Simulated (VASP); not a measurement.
# Te (Im-3m) in VASP: further runs

Te is run at these levels: PBEsol; tasks: single point, relaxation of cell and atoms.

Program: VASP 6.6.1. These are calculated values, not measurements. Logs are shortened: lines on timing, memory, paths and dates and some standing lists are left out, and cuts for length are marked.

## Step 1: The cell of the first run

Symmetry: Im-3m, No. 229, cubic system. Conventional cell: a = 3.718 Å, b = 3.718 Å, c = 3.718 Å, α = 90.00°, β = 90.00°, γ = 90.00°. Within 4.2 Å of Te (site symmetry m-3m) lie 14 Te at 3.22 to 3.72 Å.

This isn't the form of Te at room conditions, which is trigonal, of chains.

## Step 2: Single point, PBEsol (25.71 Å³/atom)

Input file INCAR:

```
ALGO = Normal
EDIFF = 1E-6
ENCUT = 520
GGA = PS
ISIF = 2
ISMEAR = -1
LASPH = True
LCHARG = False
LREAL = False
LWAVE = False
NBANDS = 9
NELM = 80
PREC = Accurate
SIGMA = 0.05
```

Input file KPOINTS:

```
k-points
0
Gamma
  15 15 15
```

Input file POSCAR:

```
Te
1.0
   -1.8592069109      1.8592069109      1.8592069109
    1.8592069109     -1.8592069109      1.8592069109
    1.8592069109      1.8592069109     -1.8592069109
Te
1
Direct
    0.0000000000      0.0000000000      0.0000000000
```

Potentials or basis: VASP PAW PBE potentials, release 64 (Te).

Started as:

```
$ cat potpaw_PBE.64/Te/POTCAR > POTCAR
$ mpirun -np 1 vasp_std > vasp.out
```

OUTCAR:

```text
EDIFF = 1E-6
   ENCUT = 520
   GGA = PS
   ISIF = 2
   ISMEAR = -1
   LASPH = True
   LREAL = False
   NELM = 80
   PREC = Accurate

 ion  position               nearest neighbor table
   1  0.000  0.000  0.000-

  LATTYP: Found a body centered cubic cell.
 ALAT       =     3.7184138218

  Lattice vectors:

 A1 = (  -1.8592069109,   1.8592069109,   1.8592069109)
 A2 = (   1.8592069109,  -1.8592069109,   1.8592069109)
 A3 = (   1.8592069109,   1.8592069109,  -1.8592069109)

Analysis of symmetry for initial positions (statically):
=====================================================================
 Subroutine PRICEL returns:
 Original cell was already a primitive cell.

 Routine SETGRP: Setting up the symmetry group for a
 body centered cubic supercell.

 Subroutine GETGRP returns: Found 48 space group operations
 (whereof 48 operations were pure point group operations)
 out of a pool of 48 trial point group operations.

The static configuration has the point symmetry O_h .

Analysis of symmetry for dynamics (positions and initial velocities):
=====================================================================
 Subroutine PRICEL returns:
 Original cell was already a primitive cell.

 Routine SETGRP: Setting up the symmetry group for a
 body centered cubic supercell.

 Subroutine GETGRP returns: Found 48 space group operations
 (whereof 48 operations were pure point group operations)
 out of a pool of 48 trial point group operations.

The dynamic configuration has the point symmetry O_h .

 Subroutine INISYM returns: Found 48 space group operations
 (whereof 48 operations are pure point group operations),
 and found     1 'primitive' translations

----------------------------------------------------------------------------------------

                                     Primitive cell

  volume of cell :      25.7065

  direct lattice vectors                    reciprocal lattice vectors
    -1.859206911  1.859206911  1.859206911     0.000000000  0.268931875  0.268931875
     1.859206911 -1.859206911  1.859206911     0.268931875  0.000000000  0.268931875
     1.859206911  1.859206911 -1.859206911     0.268931875  0.268931875  0.000000000

  length of vectors
     3.220240831  3.220240831  3.220240831     0.380327105  0.380327105  0.380327105

  position of ions in fractional coordinates (direct lattice)
     0.000000000  0.000000000  0.000000000

  ion indices of the primitive-cell ions
[... 75 lines left out ...]
   LREAL  =      F    real-space projection
   EDIFFG = 0.1E-04   stopping-criterion for IOM
   NSW    =      0    number of steps for IOM
   IBRION =     -1    ionic relax: 0-MD 1-quasi-New 2-CG
   NFREE  =      0    steps in history (QN), initial steepest desc. (CG)
   ISIF   =      2    stress and relaxation
   ISYM   =      2    0-nonsym 1-usesym 2-fastsym
   POTIM  = 0.5000    time-step for ionic-motion
   TEBEG  =    0.0;   TEEND  =   0.0 temperature during run
   PSTRESS=    0.0 pullay stress
   NELECT =       6.0000    total number of electrons
   NUPDOWN=      -1.0000    fix difference up-down
   EMIN   =  10.00;   EMAX   =-10.00  energy-range for DOS
   EFERMI =   0.00;   METHOD = LEGACY
   ISMEAR =    -1;   SIGMA  =   0.05  broadening in eV -4-tet -1-fermi 0-gaus
   EFERMI_NEDOS =   21; number of points for ismear=-14 and -15
   IALGO  =     38    algorithm
   IMIX   =      4    mixing-type and parameters
     AMIX     =   0.40;   BMIX     =  1.00
     AMIX_MAG =   1.60;   BMIX_MAG =  1.00
  volume/ion in A,a.u.               =      25.71       173.48
  Fermi-wavevector in a.u.,A,eV,Ry     =   1.007962  1.904772 13.823350  1.015988
  Thomas-Fermi vector in A             =   2.140799
   LORBIT       =      0    0 simple, 1 ext, 2 COOP (PROOUT), +10 PAW based schemes
   GGA     = PS    functional components
   LHFCALC =     F    Hartree Fock is set to
   AEXX    =    0.0000 exact exchange contribution
   IVDW    =     0    specifies the selected vdW correction
   LEPSILON=     F    determine dielectric tensor
   LRPA    =     F    only Hartree local field effects (RPA)
 non-spin polarized calculation
  energy-cutoff  :      520.00
  volume of cell :       25.71
 maximum number of plane-waves:       712
   NGX = 11   NGY = 11   NGZ = 11

 number of electron       6.0000001 magnetization

 Free energy of the ion-electron system (eV)
  ---------------------------------------------------
  ext. energy  EPLUGINS =         0.00000000
  ---------------------------------------------------
  free energy    TOTEN  =        -3.27963692 eV

  energy without entropy =       -3.27077279  energy(sigma->0) =       -3.27520486

 E-fermi :   9.2230     XC(G=0): -10.6445

 val. band max:        9.2077361854   @ k =   0.1333   0.1333   0.1333
 cond. band min:       9.2235337373   @ k =   0.2667   0.2000   0.0667
 fundamental gap:      0.0157975519
 Fermi energy:         9.2230441575

 k-point     1 :       0.0000    0.0000    0.0000
  band No.  band energies     occupation
      1      -5.5563      2.00000
      2      12.7474      0.00000
      3      12.7474      0.00000
      4      12.7474      0.00000
      5      19.3262      0.00000
      6      19.3262      0.00000
      7      19.3262      0.00000
      8      20.2298      0.00000
      9      21.0242      0.00000
[... 265 lines left out ...]
 k-point    24 :       0.4000    0.2000   -0.0000
  band No.  band energies     occupation
      1      -1.5454      2.00000
      2       3.1436      2.00000
      3       6.4840      2.00000
      4      10.3421      0.00000
      5      16.3087      0.00000
      6      19.0143      0.00000
      7      21.3252      0.00000
      8      21.4562      0.00000
      9      27.2787      0.00000

 [... further k-points ...]

------------------------ aborting loop because EDIFF is reached ----------------------------------------

  FORCE on cell =-STRESS in cart. coord.  units (eV):
  Direction    XX          YY          ZZ          XY          YZ          ZX
  --------------------------------------------------------------------------------------
  -------------------------------------------------------------------------------------
  Total        0.5966046      0.5966046      0.5966046      0.0000000     -0.0000000      0.0000000
  in kB       37.1838224     37.1838224     37.1838224      0.0000000     -0.0000000      0.0000000
  external PRESSURE =      37.1838224 kB  Pullay stress =       0.0000000 kB

 VOLUME and BASIS-vectors are now :
 -----------------------------------------------------------------------------
  energy-cutoff  :      520.00
  volume of cell :       25.71
      direct lattice vectors                 reciprocal lattice vectors
    -1.859206911  1.859206911  1.859206911     0.000000000  0.268931875  0.268931875
     1.859206911 -1.859206911  1.859206911     0.268931875  0.000000000  0.268931875
     1.859206911  1.859206911 -1.859206911     0.268931875  0.268931875  0.000000000

 POSITION                                       TOTAL-FORCE (eV/Angst)
 -----------------------------------------------------------------------------------
      0.00000      0.00000      0.00000         0.000000      0.000000      0.000000
 -----------------------------------------------------------------------------------
    total drift:                                0.000000     -0.000000      0.000000

  FREE ENERGIE OF THE ION-ELECTRON SYSTEM (eV)
  ---------------------------------------------------
  free  energy   TOTEN  =        -3.2796369218 eV

  energy  without entropy=       -3.2707727920  energy(sigma->0) =       -3.27520486
```

stdout:

```text
POSCAR found type information on POSCAR Te
 POSCAR found :  1 types and       1 ions
 scaLAPACK will be used
 -----------------------------------------------------------------------------
|                                                                             |
|                                                                             |
|     You enforced a specific xc type in the INCAR file but a different       |
|     I HOPE YOU KNOW WHAT YOU ARE DOING!                                     |
|                                                                             |
 -----------------------------------------------------------------------------

 LDA part: xc-table for (Slater+PW92), standard interpolation
 POSCAR, INCAR and KPOINTS ok, starting setup
 FFT: planning ... GRIDC
 FFT: planning ... GRID_SOFT
 FFT: planning ... GRID
 WAVECAR not read
 entering main loop
```

Wall time 8.1 s (1 thread of Intel Xeon Platinum 8488C (Sapphire Rapids), shared host); peak memory 0.15 GiB.

Results:

```yaml
Free_energy: -3.2796 eV
Pressure: 3.7 GPa
Band_gap_on_the_k_mesh: zero (bands 3 and 4 overlap by 6.83 eV)
```

Caveat: the cell stands under pressure; the PAW data sets were made with another functional, which shifts forces and pressure a little; spin-orbit coupling is left out, which moves the levels of the heavy elements.

## Step 3: Single point, PBEsol (25.71 Å³/atom)

Input file INCAR:

```
SYSTEM = Te
PREC = Accurate
ENCUT = 520
EDIFF = 1E-7
ISMEAR = -1
SIGMA = 0.05
LREAL = .False.
LASPH = .True.
NELM = 60
ALGO = Normal
ISIF = 2
LWAVE = .False.
LCHARG = .False.
GGA = PS
NBANDS = 9
```

Input file KPOINTS:

```
regular mesh
0
Gamma
  15 15 15
  0 0 0
```

POSCAR is that of step 2.

Potentials or basis: VASP PAW PBE potentials, release 64 (Te).

Started as:

```
$ cat potpaw_PBE.64/Te/POTCAR > POTCAR
$ mpirun -np 1 vasp_std > vasp.out
```

OUTCAR:

```text
SYSTEM = Te
   PREC = Accurate
   ENCUT = 520
   EDIFF = 1E-7
   ISMEAR = -1
   LREAL = .False.
   LASPH = .True.
   NELM = 60
   ISIF = 2
   GGA = PS

 ion  position               nearest neighbor table
   1  0.000  0.000  0.000-

  LATTYP: Found a body centered cubic cell.
 ALAT       =     3.7184138218

  Lattice vectors:

 A1 = (  -1.8592069109,   1.8592069109,   1.8592069109)
 A2 = (   1.8592069109,  -1.8592069109,   1.8592069109)
 A3 = (   1.8592069109,   1.8592069109,  -1.8592069109)

Analysis of symmetry for initial positions (statically):
=====================================================================
 Subroutine PRICEL returns:
 Original cell was already a primitive cell.

 Routine SETGRP: Setting up the symmetry group for a
 body centered cubic supercell.

 Subroutine GETGRP returns: Found 48 space group operations
 (whereof 48 operations were pure point group operations)
 out of a pool of 48 trial point group operations.

The static configuration has the point symmetry O_h .
[... 159 lines left out ...]

 val. band max:        9.2077072765   @ k =   0.1333   0.1333   0.1333
 cond. band min:       9.2235057009   @ k =   0.2667   0.2000   0.0667
 fundamental gap:      0.0157984243
 Fermi energy:         9.2230127149

 k-point     1 :       0.0000    0.0000    0.0000
  band No.  band energies     occupation
      1      -5.5563      2.00000
      2      12.7473      0.00000
      3      12.7473      0.00000
      4      12.7473      0.00000
      5      19.3262      0.00000
      6      19.3262      0.00000
      7      19.3262      0.00000
      8      20.2298      0.00000
      9      21.0241      0.00000
[... 265 lines left out ...]
 k-point    24 :       0.4000    0.2000   -0.0000
  band No.  band energies     occupation
      1      -1.5454      2.00000
      2       3.1435      2.00000
      3       6.4839      2.00000
      4      10.3421      0.00000
      5      16.3086      0.00000
      6      19.0143      0.00000
      7      21.3252      0.00000
      8      21.4562      0.00000
      9      27.2527      0.00000

 [... further k-points ...]

------------------------ aborting loop because EDIFF is reached ----------------------------------------

  FORCE on cell =-STRESS in cart. coord.  units (eV):
  Direction    XX          YY          ZZ          XY          YZ          ZX
  --------------------------------------------------------------------------------------
  -------------------------------------------------------------------------------------
  Total        0.5966900      0.5966900      0.5966900     -0.0000000     -0.0000000      0.0000000
  in kB       37.1891457     37.1891457     37.1891457     -0.0000000     -0.0000000      0.0000000
  external PRESSURE =      37.1891457 kB  Pullay stress =       0.0000000 kB

 VOLUME and BASIS-vectors are now :
 -----------------------------------------------------------------------------
  energy-cutoff  :      520.00
  volume of cell :       25.71
      direct lattice vectors                 reciprocal lattice vectors
    -1.859206911  1.859206911  1.859206911     0.000000000  0.268931875  0.268931875
     1.859206911 -1.859206911  1.859206911     0.268931875  0.000000000  0.268931875
     1.859206911  1.859206911 -1.859206911     0.268931875  0.268931875  0.000000000

 POSITION                                       TOTAL-FORCE (eV/Angst)
 -----------------------------------------------------------------------------------
      0.00000      0.00000      0.00000        -0.000000      0.000000     -0.000000
 -----------------------------------------------------------------------------------
    total drift:                               -0.000000     -0.000000      0.000000

  FREE ENERGIE OF THE ION-ELECTRON SYSTEM (eV)
  ---------------------------------------------------
  free  energy   TOTEN  =        -3.2796366964 eV

  energy  without entropy=       -3.2707725078  energy(sigma->0) =       -3.27520460
```

stdout:

```text
POSCAR found type information on POSCAR Te
 POSCAR found :  1 types and       1 ions
 scaLAPACK will be used
 -----------------------------------------------------------------------------
|                                                                             |
|                                                                             |
|     You enforced a specific xc type in the INCAR file but a different       |
|     I HOPE YOU KNOW WHAT YOU ARE DOING!                                     |
|                                                                             |
 -----------------------------------------------------------------------------

 LDA part: xc-table for (Slater+PW92), standard interpolation
 POSCAR, INCAR and KPOINTS ok, starting setup
 FFT: planning ... GRIDC
 FFT: planning ... GRID_SOFT
 FFT: planning ... GRID
 WAVECAR not read
 entering main loop
```

It took 8.8 s on 1 thread of Intel Xeon Platinum 8488C (Sapphire Rapids), shared host; peak memory 0.15 GiB.

What came out:

```
Free energy            : -3.2796 eV
Pressure               : 3.7 GPa
Band gap on the k mesh : zero (bands 3 and 4 overlap by 6.83 eV)
```

Caveat: the cell stands under pressure; the PAW data sets were made with another functional, which shifts forces and pressure a little; spin-orbit coupling is left out, which moves the levels of the heavy elements.

(Part 1 of 2 ends here.)
